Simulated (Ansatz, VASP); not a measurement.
# MgSe: VASP beside Ansatz

The input POSCAR:

```
MgSe
1.0
    0.0000000000      2.7254991651      2.7254991651
    2.7254991651      0.0000000000      2.7254991651
    2.7254991651      2.7254991651      0.0000000000
Mg Se
1 1
Direct
    0.0000000000      0.0000000000      0.0000000000
    0.5000000000      0.5000000000      0.5000000000
```

INCAR.step1

```
  PREC = Accurate
  ENCUT = 660
  ISMEAR = 0
  SIGMA = 0.05
  LREAL = False
  LASPH = True
  NELM = 120
  NBANDS = 11
  GGA = PE
  ALGO = Normal
  EDIFF = 1E-5
  LWAVE = True
  LCHARG = False
  GGA_COMPAT = False
```

File INCAR.step2:

```
  PREC = Accurate
  ENCUT = 660
  EDIFF = 1E-6
  ISMEAR = 0
  SIGMA = 0.05
  LREAL = False
  LASPH = True
  NELM = 120
  ALGO = Normal
  ISIF = 2
  LWAVE = False
  LCHARG = True
  METAGGA = R2SCAN
  LMIXTAU = True
  LELF = True
  LVHAR = True
  NBANDS = 11
  ISTART = 1
  GGA_COMPAT = False
```

KPOINTS

```
regular mesh
0
Gamma
  10 10 10
```

Input for Ansatz:

```yaml
crystal:
  lattice:
    - [0.0, 2.7254991651, 2.7254991651]
    - [2.7254991651, 0.0, 2.7254991651]
    - [2.7254991651, 2.7254991651, 0.0]
  atoms:
    - { symbol: Mg, position: [0.0, 0.0, 0.0] }
    - { symbol: Se, position: [0.5, 0.5, 0.5] }
basis:
  ecutwfc: 500
  ecutrho_ratio: 4
kpoints:
  mp_grid: { grid: [10, 10, 10] }
hamiltonian:
  xc: r2scan
scf:
  occupations: { method: gaussian, width: 0.05 }
output:
  forces: true
  stress: true
  eigenvalues: true
  eigenstates:
    nscf_kmesh: { grid: [20, 20, 20] }
    de_dk: true
    e_range: [-2.5, 4.998188158422]
  write_density: true
  write_potential: true
  elf: true
  volumetric_format: npy
```

Alike in both runs: task single point; functional r2SCAN; k mesh 10 × 10 × 10; occupations gaussian, width 0.05 eV; no spin polarisation.

```csv
,VASP,Ansatz
version,VASP 6.6.1,Ansatz 0.2.0
potentials or method,"VASP PAW PBE potentials, release 64 (Mg, Se), cutoff 660 eV","scalar-relativistic, plane waves, PAW"
valence electrons in the cell,8,26
```

|  | VASP | Ansatz | Ansatz less VASP |
| --- | --- | --- | --- |
| gap on the k mesh at the Fermi level (eV) | 2.46 | 2.50 | +0.037 |
| least direct gap on the mesh (eV) | 3.50 | 3.52 | +0.027 |
| pressure (GPa) | 0.5 | 0.8 | +0.30 |

VASP's potentials were made for PBE, not for r2SCAN. VASP's potentials hold 8 valence electrons a cell and Ansatz's 26, so a difference there can come from the potentials and not from the codes.
